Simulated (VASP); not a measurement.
# MgZn5O6 (Cmmm) in VASP: single point with PBE

Aim: the single point of MgZn5O6 with PBE.

Program: VASP 6.6.1. These are calculated values, not measurements. Logs are shortened: lines on timing, memory, paths and dates and some standing lists are left out, and cuts for length are marked.

### 1 The cell of the first run

The structure is orthorhombic, space group Cmmm (No. 65). Conventional cell: a = 4.319 Å, b = 12.958 Å, c = 4.318 Å, α = 90.00°, β = 90.00°, γ = 90.00°. Within 2.8 Å of Mg (site symmetry mmm) lie 6 O at 2.13 to 2.16 Å. Within 2.9 Å of Zn (site symmetry m2m) lie 6 O at 2.16 to 2.17 Å. Within 2.8 Å of Zn (site symmetry m2m) lie 6 O at 2.15 to 2.16 Å. Zn (site symmetry mmm) has 6 O at 2.16 to 2.17 Å within 2.9 Å. Within 2.9 Å of O (site symmetry mmm) lie 4 Zn at 2.16 Å and 2 Mg at 2.16 Å. O (site symmetry m2m) has 6 Zn at 2.15 to 2.17 Å within 2.8 Å. O (site symmetry mmm) has 4 Zn at 2.16 to 2.17 Å and 2 Mg at 2.16 Å within 2.9 Å. Within 2.8 Å of O (site symmetry m2m) lie 1 Mg at 2.13 Å and 5 Zn at 2.16 to 2.17 Å.

### 2 Single point, PBE

INCAR reads:

```
PREC = Accurate ; ENCUT = 520
EDIFF = 1E-7 ; ISMEAR = 0
SIGMA = 0.02 ; LREAL = False
LASPH = True ; NELM = 100
ALGO = Normal ; ISIF = 2
LWAVE = False ; LCHARG = False
GGA = PE ; NBANDS = 61
```

KPOINTS reads:

```
Automatic mesh
0
Gamma
  8 8 6
```

POSCAR reads:

```
MgZn5O6
1.0
    2.1595199060     -6.4792279142      0.0000000000
    2.1595199060      6.4792279142      0.0000000000
    0.0000000000      0.0000000000      4.3175559533
Mg Zn O
1 5 6
Direct
    0.0000000000      0.0000000000      0.0000000000
    0.6676285348      0.3323714652      0.0000000000
    0.3323714652      0.6676285348      0.0000000000
    0.1664506588      0.8335493412      0.5000000000
    0.5000000000      0.5000000000      0.5000000000
    0.8335493412      0.1664506588      0.5000000000
    0.0000000000      0.0000000000      0.5000000000
    0.3326042254      0.6673957746      0.5000000000
    0.6673957746      0.3326042254      0.5000000000
    0.5000000000      0.5000000000      0.0000000000
    0.8352597846      0.1647402154      0.0000000000
    0.1647402154      0.8352597846      0.0000000000
```

Potentials or basis: VASP PAW PBE potentials, release 64 (Mg, Zn, O).

Command:

```console
> cat potpaw_PBE.64/Mg/POTCAR potpaw_PBE.64/Zn/POTCAR potpaw_PBE.64/O/POTCAR > POTCAR
> mpirun -np 1 vasp_std > vasp.out
```

OUTCAR:

```text
PREC = Accurate
   ENCUT = 520
   EDIFF = 1E-7
   ISMEAR = 0
   LREAL = False
   LASPH = True
   NELM = 100
   ISIF = 2
   GGA = PE

 ion  position               nearest neighbor table
   1  0.000  0.000  0.000-  11 2.13  12 2.13   7 2.16   7 2.16  10 2.16  10 2.16   4 3.05   6 3.05
                             4 3.05   6 3.05   5 3.05   5 3.05   5 3.05   5 3.05   3 3.06   3 3.06
   2  0.668  0.332  0.000-   9 2.16   9 2.16  12 2.16  12 2.16  10 2.17  11 2.17   3 3.04   3 3.04
                             6 3.05   6 3.05   1 3.06   1 3.06
   3  0.332  0.668  0.000-   8 2.16   8 2.16  11 2.16  11 2.16  10 2.17  12 2.17   2 3.04   2 3.04
                             4 3.05   4 3.05   1 3.06   1 3.06
   4  0.166  0.834  0.500-   8 2.15   7 2.16  12 2.16  12 2.16   9 2.16   9 2.16   3 3.05   3 3.05
                             1 3.05   1 3.05
   5  0.500  0.500  0.500-  10 2.16  10 2.16   7 2.16   7 2.16   9 2.17   8 2.17   1 3.05   1 3.05
                             1 3.05   1 3.05
   6  0.834  0.166  0.500-   9 2.15   7 2.16  11 2.16  11 2.16   8 2.16   8 2.16   2 3.05   2 3.05
                             1 3.05   1 3.05
   7  0.000  0.000  0.500-   4 2.16   6 2.16   1 2.16   1 2.16   5 2.16   5 2.16
   8  0.333  0.667  0.500-   4 2.15   3 2.16   3 2.16   6 2.16   6 2.16   5 2.17
   9  0.667  0.333  0.500-   6 2.15   2 2.16   2 2.16   4 2.16   4 2.16   5 2.17
  10  0.500  0.500  0.000-   5 2.16   5 2.16   1 2.16   1 2.16   3 2.17   2 2.17
  11  0.835  0.165  0.000-   1 2.13   6 2.16   6 2.16   3 2.16   3 2.16   2 2.17
  12  0.165  0.835  0.000-   1 2.13   4 2.16   4 2.16   2 2.16   2 2.16   3 2.17

  LATTYP: Found a base centered orthorhombic cell.
 ALAT       =     4.3190398120
 B/A-ratio  =     3.0003094189
 C/A-ratio  =     0.9996564378

  Lattice vectors:

 A1 = (   2.1595199060,  -6.4792279142,   0.0000000000)
 A2 = (   2.1595199060,   6.4792279142,   0.0000000000)
 A3 = (   0.0000000000,   0.0000000000,   4.3175559533)

Analysis of symmetry for initial positions (statically):
=====================================================================
 Subroutine PRICEL returns:
 Original cell was already a primitive cell.

 Routine SETGRP: Setting up the symmetry group for a
 base centered orthorhombic supercell.

 Subroutine GETGRP returns: Found  8 space group operations
 (whereof  8 operations were pure point group operations)
 out of a pool of  8 trial point group operations.

The static configuration has the point symmetry D_2h.

Analysis of symmetry for dynamics (positions and initial velocities):
=====================================================================
 Subroutine PRICEL returns:
 Original cell was already a primitive cell.

 Routine SETGRP: Setting up the symmetry group for a
 base centered orthorhombic supercell.

 Subroutine GETGRP returns: Found  8 space group operations
 (whereof  8 operations were pure point group operations)
 out of a pool of  8 trial point group operations.

The dynamic configuration has the point symmetry D_2h.

 Subroutine INISYM returns: Found  8 space group operations
 (whereof  8 operations are pure point group operations),
 and found     1 'primitive' translations

----------------------------------------------------------------------------------------

                                     Primitive cell

  volume of cell :     120.8227

  direct lattice vectors                    reciprocal lattice vectors
     2.159519906 -6.479227914  0.000000000     0.231532943 -0.077169689  0.000000000
     2.159519906  6.479227914  0.000000000     0.231532943  0.077169689  0.000000000
     0.000000000  0.000000000  4.317555953     0.000000000  0.000000000  0.231612517

  length of vectors
     6.829635465  6.829635465  4.317555953     0.244054635  0.244054635  0.231612517

  position of ions in fractional coordinates (direct lattice)
     0.000000000  0.000000000  0.000000000
     0.667628535  0.332371465  0.000000000
     0.332371465  0.667628535  0.000000000
     0.166450659  0.833549341  0.500000000
     0.500000000  0.500000000  0.500000000
     0.833549341  0.166450659  0.500000000
     0.000000000  0.000000000  0.500000000
     0.332604225  0.667395775  0.500000000
     0.667395775  0.332604225  0.500000000
     0.500000000  0.500000000  0.000000000
[... 29 lines left out ...]
     0.028941618 -0.009646211  0.000000000     0.125000000 -0.000000000  0.000000000
     0.028941618  0.009646211  0.000000000    -0.000000000  0.125000000  0.000000000
     0.000000000  0.000000000  0.038602086     0.000000000  0.000000000  0.166666667

  Length of vectors
     0.030506829  0.030506829  0.038602086

  Shift w.r.t. Gamma in fractional coordinates (k-lattice)
     0.000000000  0.000000000  0.000000000

 Subroutine IBZKPT returns following result:
 ===========================================

 Found     84 irreducible k-points:

 Following reciprocal coordinates:
            Coordinates               Weight
  0.000000  0.000000  0.000000      1.000000
  0.125000  0.000000  0.000000      4.000000
  0.250000  0.000000  0.000000      4.000000
  0.375000  0.000000  0.000000      4.000000
  0.500000  0.000000  0.000000      2.000000
  0.125000  0.125000  0.000000      2.000000
[... 16 lines left out ...]
  0.125000  0.000000  0.166667      8.000000
  0.250000  0.000000  0.166667      8.000000
 [... further k-points ...]
   k-points           NKPTS =     84   k-points in BZ     NKDIM =     84   number of bands    NBANDS=     61
   number of dos      NEDOS =    301   number of ions     NIONS =     12
   total plane-waves  NPLWV =  93312
   dimension x,y,z NGX =    54 NGY =   54 NGZ =   32
   dimension x,y,z NGXF=   108 NGYF=  108 NGZF=   64
   ions per type =               1   5   6
   NGX,Y,Z   is equivalent  to a cutoff of  13.14, 13.14, 12.32 a.u.
   NGXF,Y,Z  is equivalent  to a cutoff of  26.29, 26.29, 24.64 a.u.
 SYSTEM =  unknown system
   PREC   = accura    normal or accurate (medium, high low for compatibility)
   ISTART =      0    job   : 0-new  1-cont  2-samecut
   ICHARG =      2    charge: 1-file 2-atom 10-const
   ISPIN  =      1    spin polarized calculation?
   LNONCOLLINEAR =      F non collinear calculations
   LSORBIT =      F    spin-orbit coupling
   LASPH  =      T    aspherical Exc in radial PAW
   ENCUT  =  520.0 eV  38.22 Ry    6.18 a.u.  12.70 12.70  8.03*2*pi/ulx,y,z
   NELM   =    100;   NELMIN=  2; NELMDL= -5     # of ELM steps
   EDIFF  = 0.1E-06   stopping-criterion for ELM
   LREAL  =      F    real-space projection
   EDIFFG = 0.1E-05   stopping-criterion for IOM
   NSW    =      0    number of steps for IOM
   IBRION =     -1    ionic relax: 0-MD 1-quasi-New 2-CG
   NFREE  =      0    steps in history (QN), initial steepest desc. (CG)
   ISIF   =      2    stress and relaxation
   ISYM   =      2    0-nonsym 1-usesym 2-fastsym
   POTIM  = 0.5000    time-step for ionic-motion
   TEBEG  =    0.0;   TEEND  =   0.0 temperature during run
   PSTRESS=    0.0 pullay stress
   NELECT =      98.0000    total number of electrons
   NUPDOWN=      -1.0000    fix difference up-down
   EMIN   =  10.00;   EMAX   =-10.00  energy-range for DOS
   EFERMI =   0.00;   METHOD = LEGACY
   ISMEAR =     0;   SIGMA  =   0.02  broadening in eV -4-tet -1-fermi 0-gaus
   EFERMI_NEDOS =   21; number of points for ismear=-14 and -15
   IALGO  =     38    algorithm
   IMIX   =      4    mixing-type and parameters
     AMIX     =   0.40;   BMIX     =  1.00
     AMIX_MAG =   1.60;   BMIX_MAG =  1.00
  volume/ion in A,a.u.               =      10.07        67.95
  Fermi-wavevector in a.u.,A,eV,Ry     =   1.526748  2.885135 31.714631  2.330960
  Thomas-Fermi vector in A             =   2.634739
   LORBIT       =      0    0 simple, 1 ext, 2 COOP (PROOUT), +10 PAW based schemes
   GGA     = PE    functional components
   LHFCALC =     F    Hartree Fock is set to
   AEXX    =    0.0000 exact exchange contribution
   IVDW    =     0    specifies the selected vdW correction
   LEPSILON=     F    determine dielectric tensor
   LRPA    =     F    only Hartree local field effects (RPA)
 non-spin polarized calculation
 Gauss-broadening in eV      SIGMA  =   0.02
  energy-cutoff  :      520.00
  volume of cell :      120.82
 maximum number of plane-waves:      3280
 NGX is ok and might be reduce to    54
   NGX = 25   NGY = 25   NGZ = 17

 number of electron      98.0000013 magnetization

 Free energy of the ion-electron system (eV)
  ---------------------------------------------------
  ext. energy  EPLUGINS =         0.00000000
  ---------------------------------------------------
  free energy    TOTEN  =       -55.10468723 eV

  energy without entropy =      -55.10468723  energy(sigma->0) =      -55.10468723

 E-fermi :   2.8020     XC(G=0): -11.9048

 val. band max:        2.6744303537   @ k =   0.5000   0.0000   0.5000
 cond. band min:       3.6329928713   @ k =   0.0000   0.0000   0.0000
 fundamental gap:      0.9585625176
 Fermi energy:         2.8019663094

 k-point     1 :       0.0000    0.0000    0.0000
  band No.  band energies     occupation
      1     -15.6268      2.00000
      2     -14.6323      2.00000
      3     -14.4850      2.00000
      4     -14.2623      2.00000
      5     -14.2277      2.00000
      6     -14.0680      2.00000
[... 1525 lines left out ...]
     60      13.0316      0.00000
     61      13.1615      0.00000

 [... further k-points ...]

------------------------ aborting loop because EDIFF is reached ----------------------------------------

  FORCE on cell =-STRESS in cart. coord.  units (eV):
  Direction    XX          YY          ZZ          XY          YZ          ZX
  --------------------------------------------------------------------------------------
  -------------------------------------------------------------------------------------
  Total        0.4980832      0.4960866      0.4946832      0.0000000      0.0000000      0.0000000
  in kB        6.6048665      6.5783901      6.5597802      0.0000000      0.0000000      0.0000000
  external PRESSURE =       6.5810123 kB  Pullay stress =       0.0000000 kB

 VOLUME and BASIS-vectors are now :
 -----------------------------------------------------------------------------
  energy-cutoff  :      520.00
  volume of cell :      120.82
      direct lattice vectors                 reciprocal lattice vectors
     2.159519906 -6.479227914  0.000000000     0.231532943 -0.077169689  0.000000000
     2.159519906  6.479227914  0.000000000     0.231532943  0.077169689  0.000000000
     0.000000000  0.000000000  4.317555953     0.000000000  0.000000000  0.231612517

 POSITION                                       TOTAL-FORCE (eV/Angst)
 -----------------------------------------------------------------------------------
      0.00000      0.00000      0.00000        -0.000000      0.000000      0.000000
      2.15952     -2.17221      0.00000        -0.000000      0.002861      0.000000
      2.15952      2.17221      0.00000        -0.000000     -0.002861     -0.000000
      2.15952      4.32228      2.15878        -0.000000      0.004519      0.000000
      2.15952      0.00000      2.15878         0.000000      0.000000      0.000000
      2.15952     -4.32228      2.15878        -0.000000     -0.004519      0.000000
      0.00000      0.00000      2.15878        -0.000000      0.000000      0.000000
      2.15952      2.16919      2.15878        -0.000000     -0.001324      0.000000
      2.15952     -2.16919      2.15878        -0.000000      0.001324      0.000000
      2.15952      0.00000      0.00000         0.000000      0.000000      0.000000
      2.15952     -4.34445      0.00000        -0.000000     -0.042478      0.000000
      2.15952      4.34445      0.00000        -0.000000      0.042478      0.000000
 -----------------------------------------------------------------------------------
    total drift:                                0.000000     -0.000000      0.000000

  FREE ENERGIE OF THE ION-ELECTRON SYSTEM (eV)
  ---------------------------------------------------
  free  energy   TOTEN  =       -55.1046872317 eV

  energy  without entropy=      -55.1046872317  energy(sigma->0) =      -55.10468723
```

It took 31 min on 1 thread of Intel Xeon 8259CL, shared host; peak memory 0.63 GiB.

What came out:

| Item | Value |
| --- | --- |
| Free energy | -55.1047 eV |
| Pressure | 0.7 GPa |
| Largest force | 0.042 eV/Å |
| Band gap on the k mesh | 0.96 eV (least direct gap 2.18 eV) |

Forces on the atoms (eV/Å):
```
Mg   0.000  0.000  0.000
Zn   0.000  0.003  0.000
Zn   0.000 -0.003  0.000
Zn   0.000  0.005  0.000
Zn   0.000  0.000  0.000
Zn   0.000 -0.005  0.000
O    0.000  0.000  0.000
O    0.000 -0.001  0.000
O    0.000  0.001  0.000
O    0.000  0.000  0.000
O    0.000 -0.042  0.000
O    0.000  0.042  0.000
```
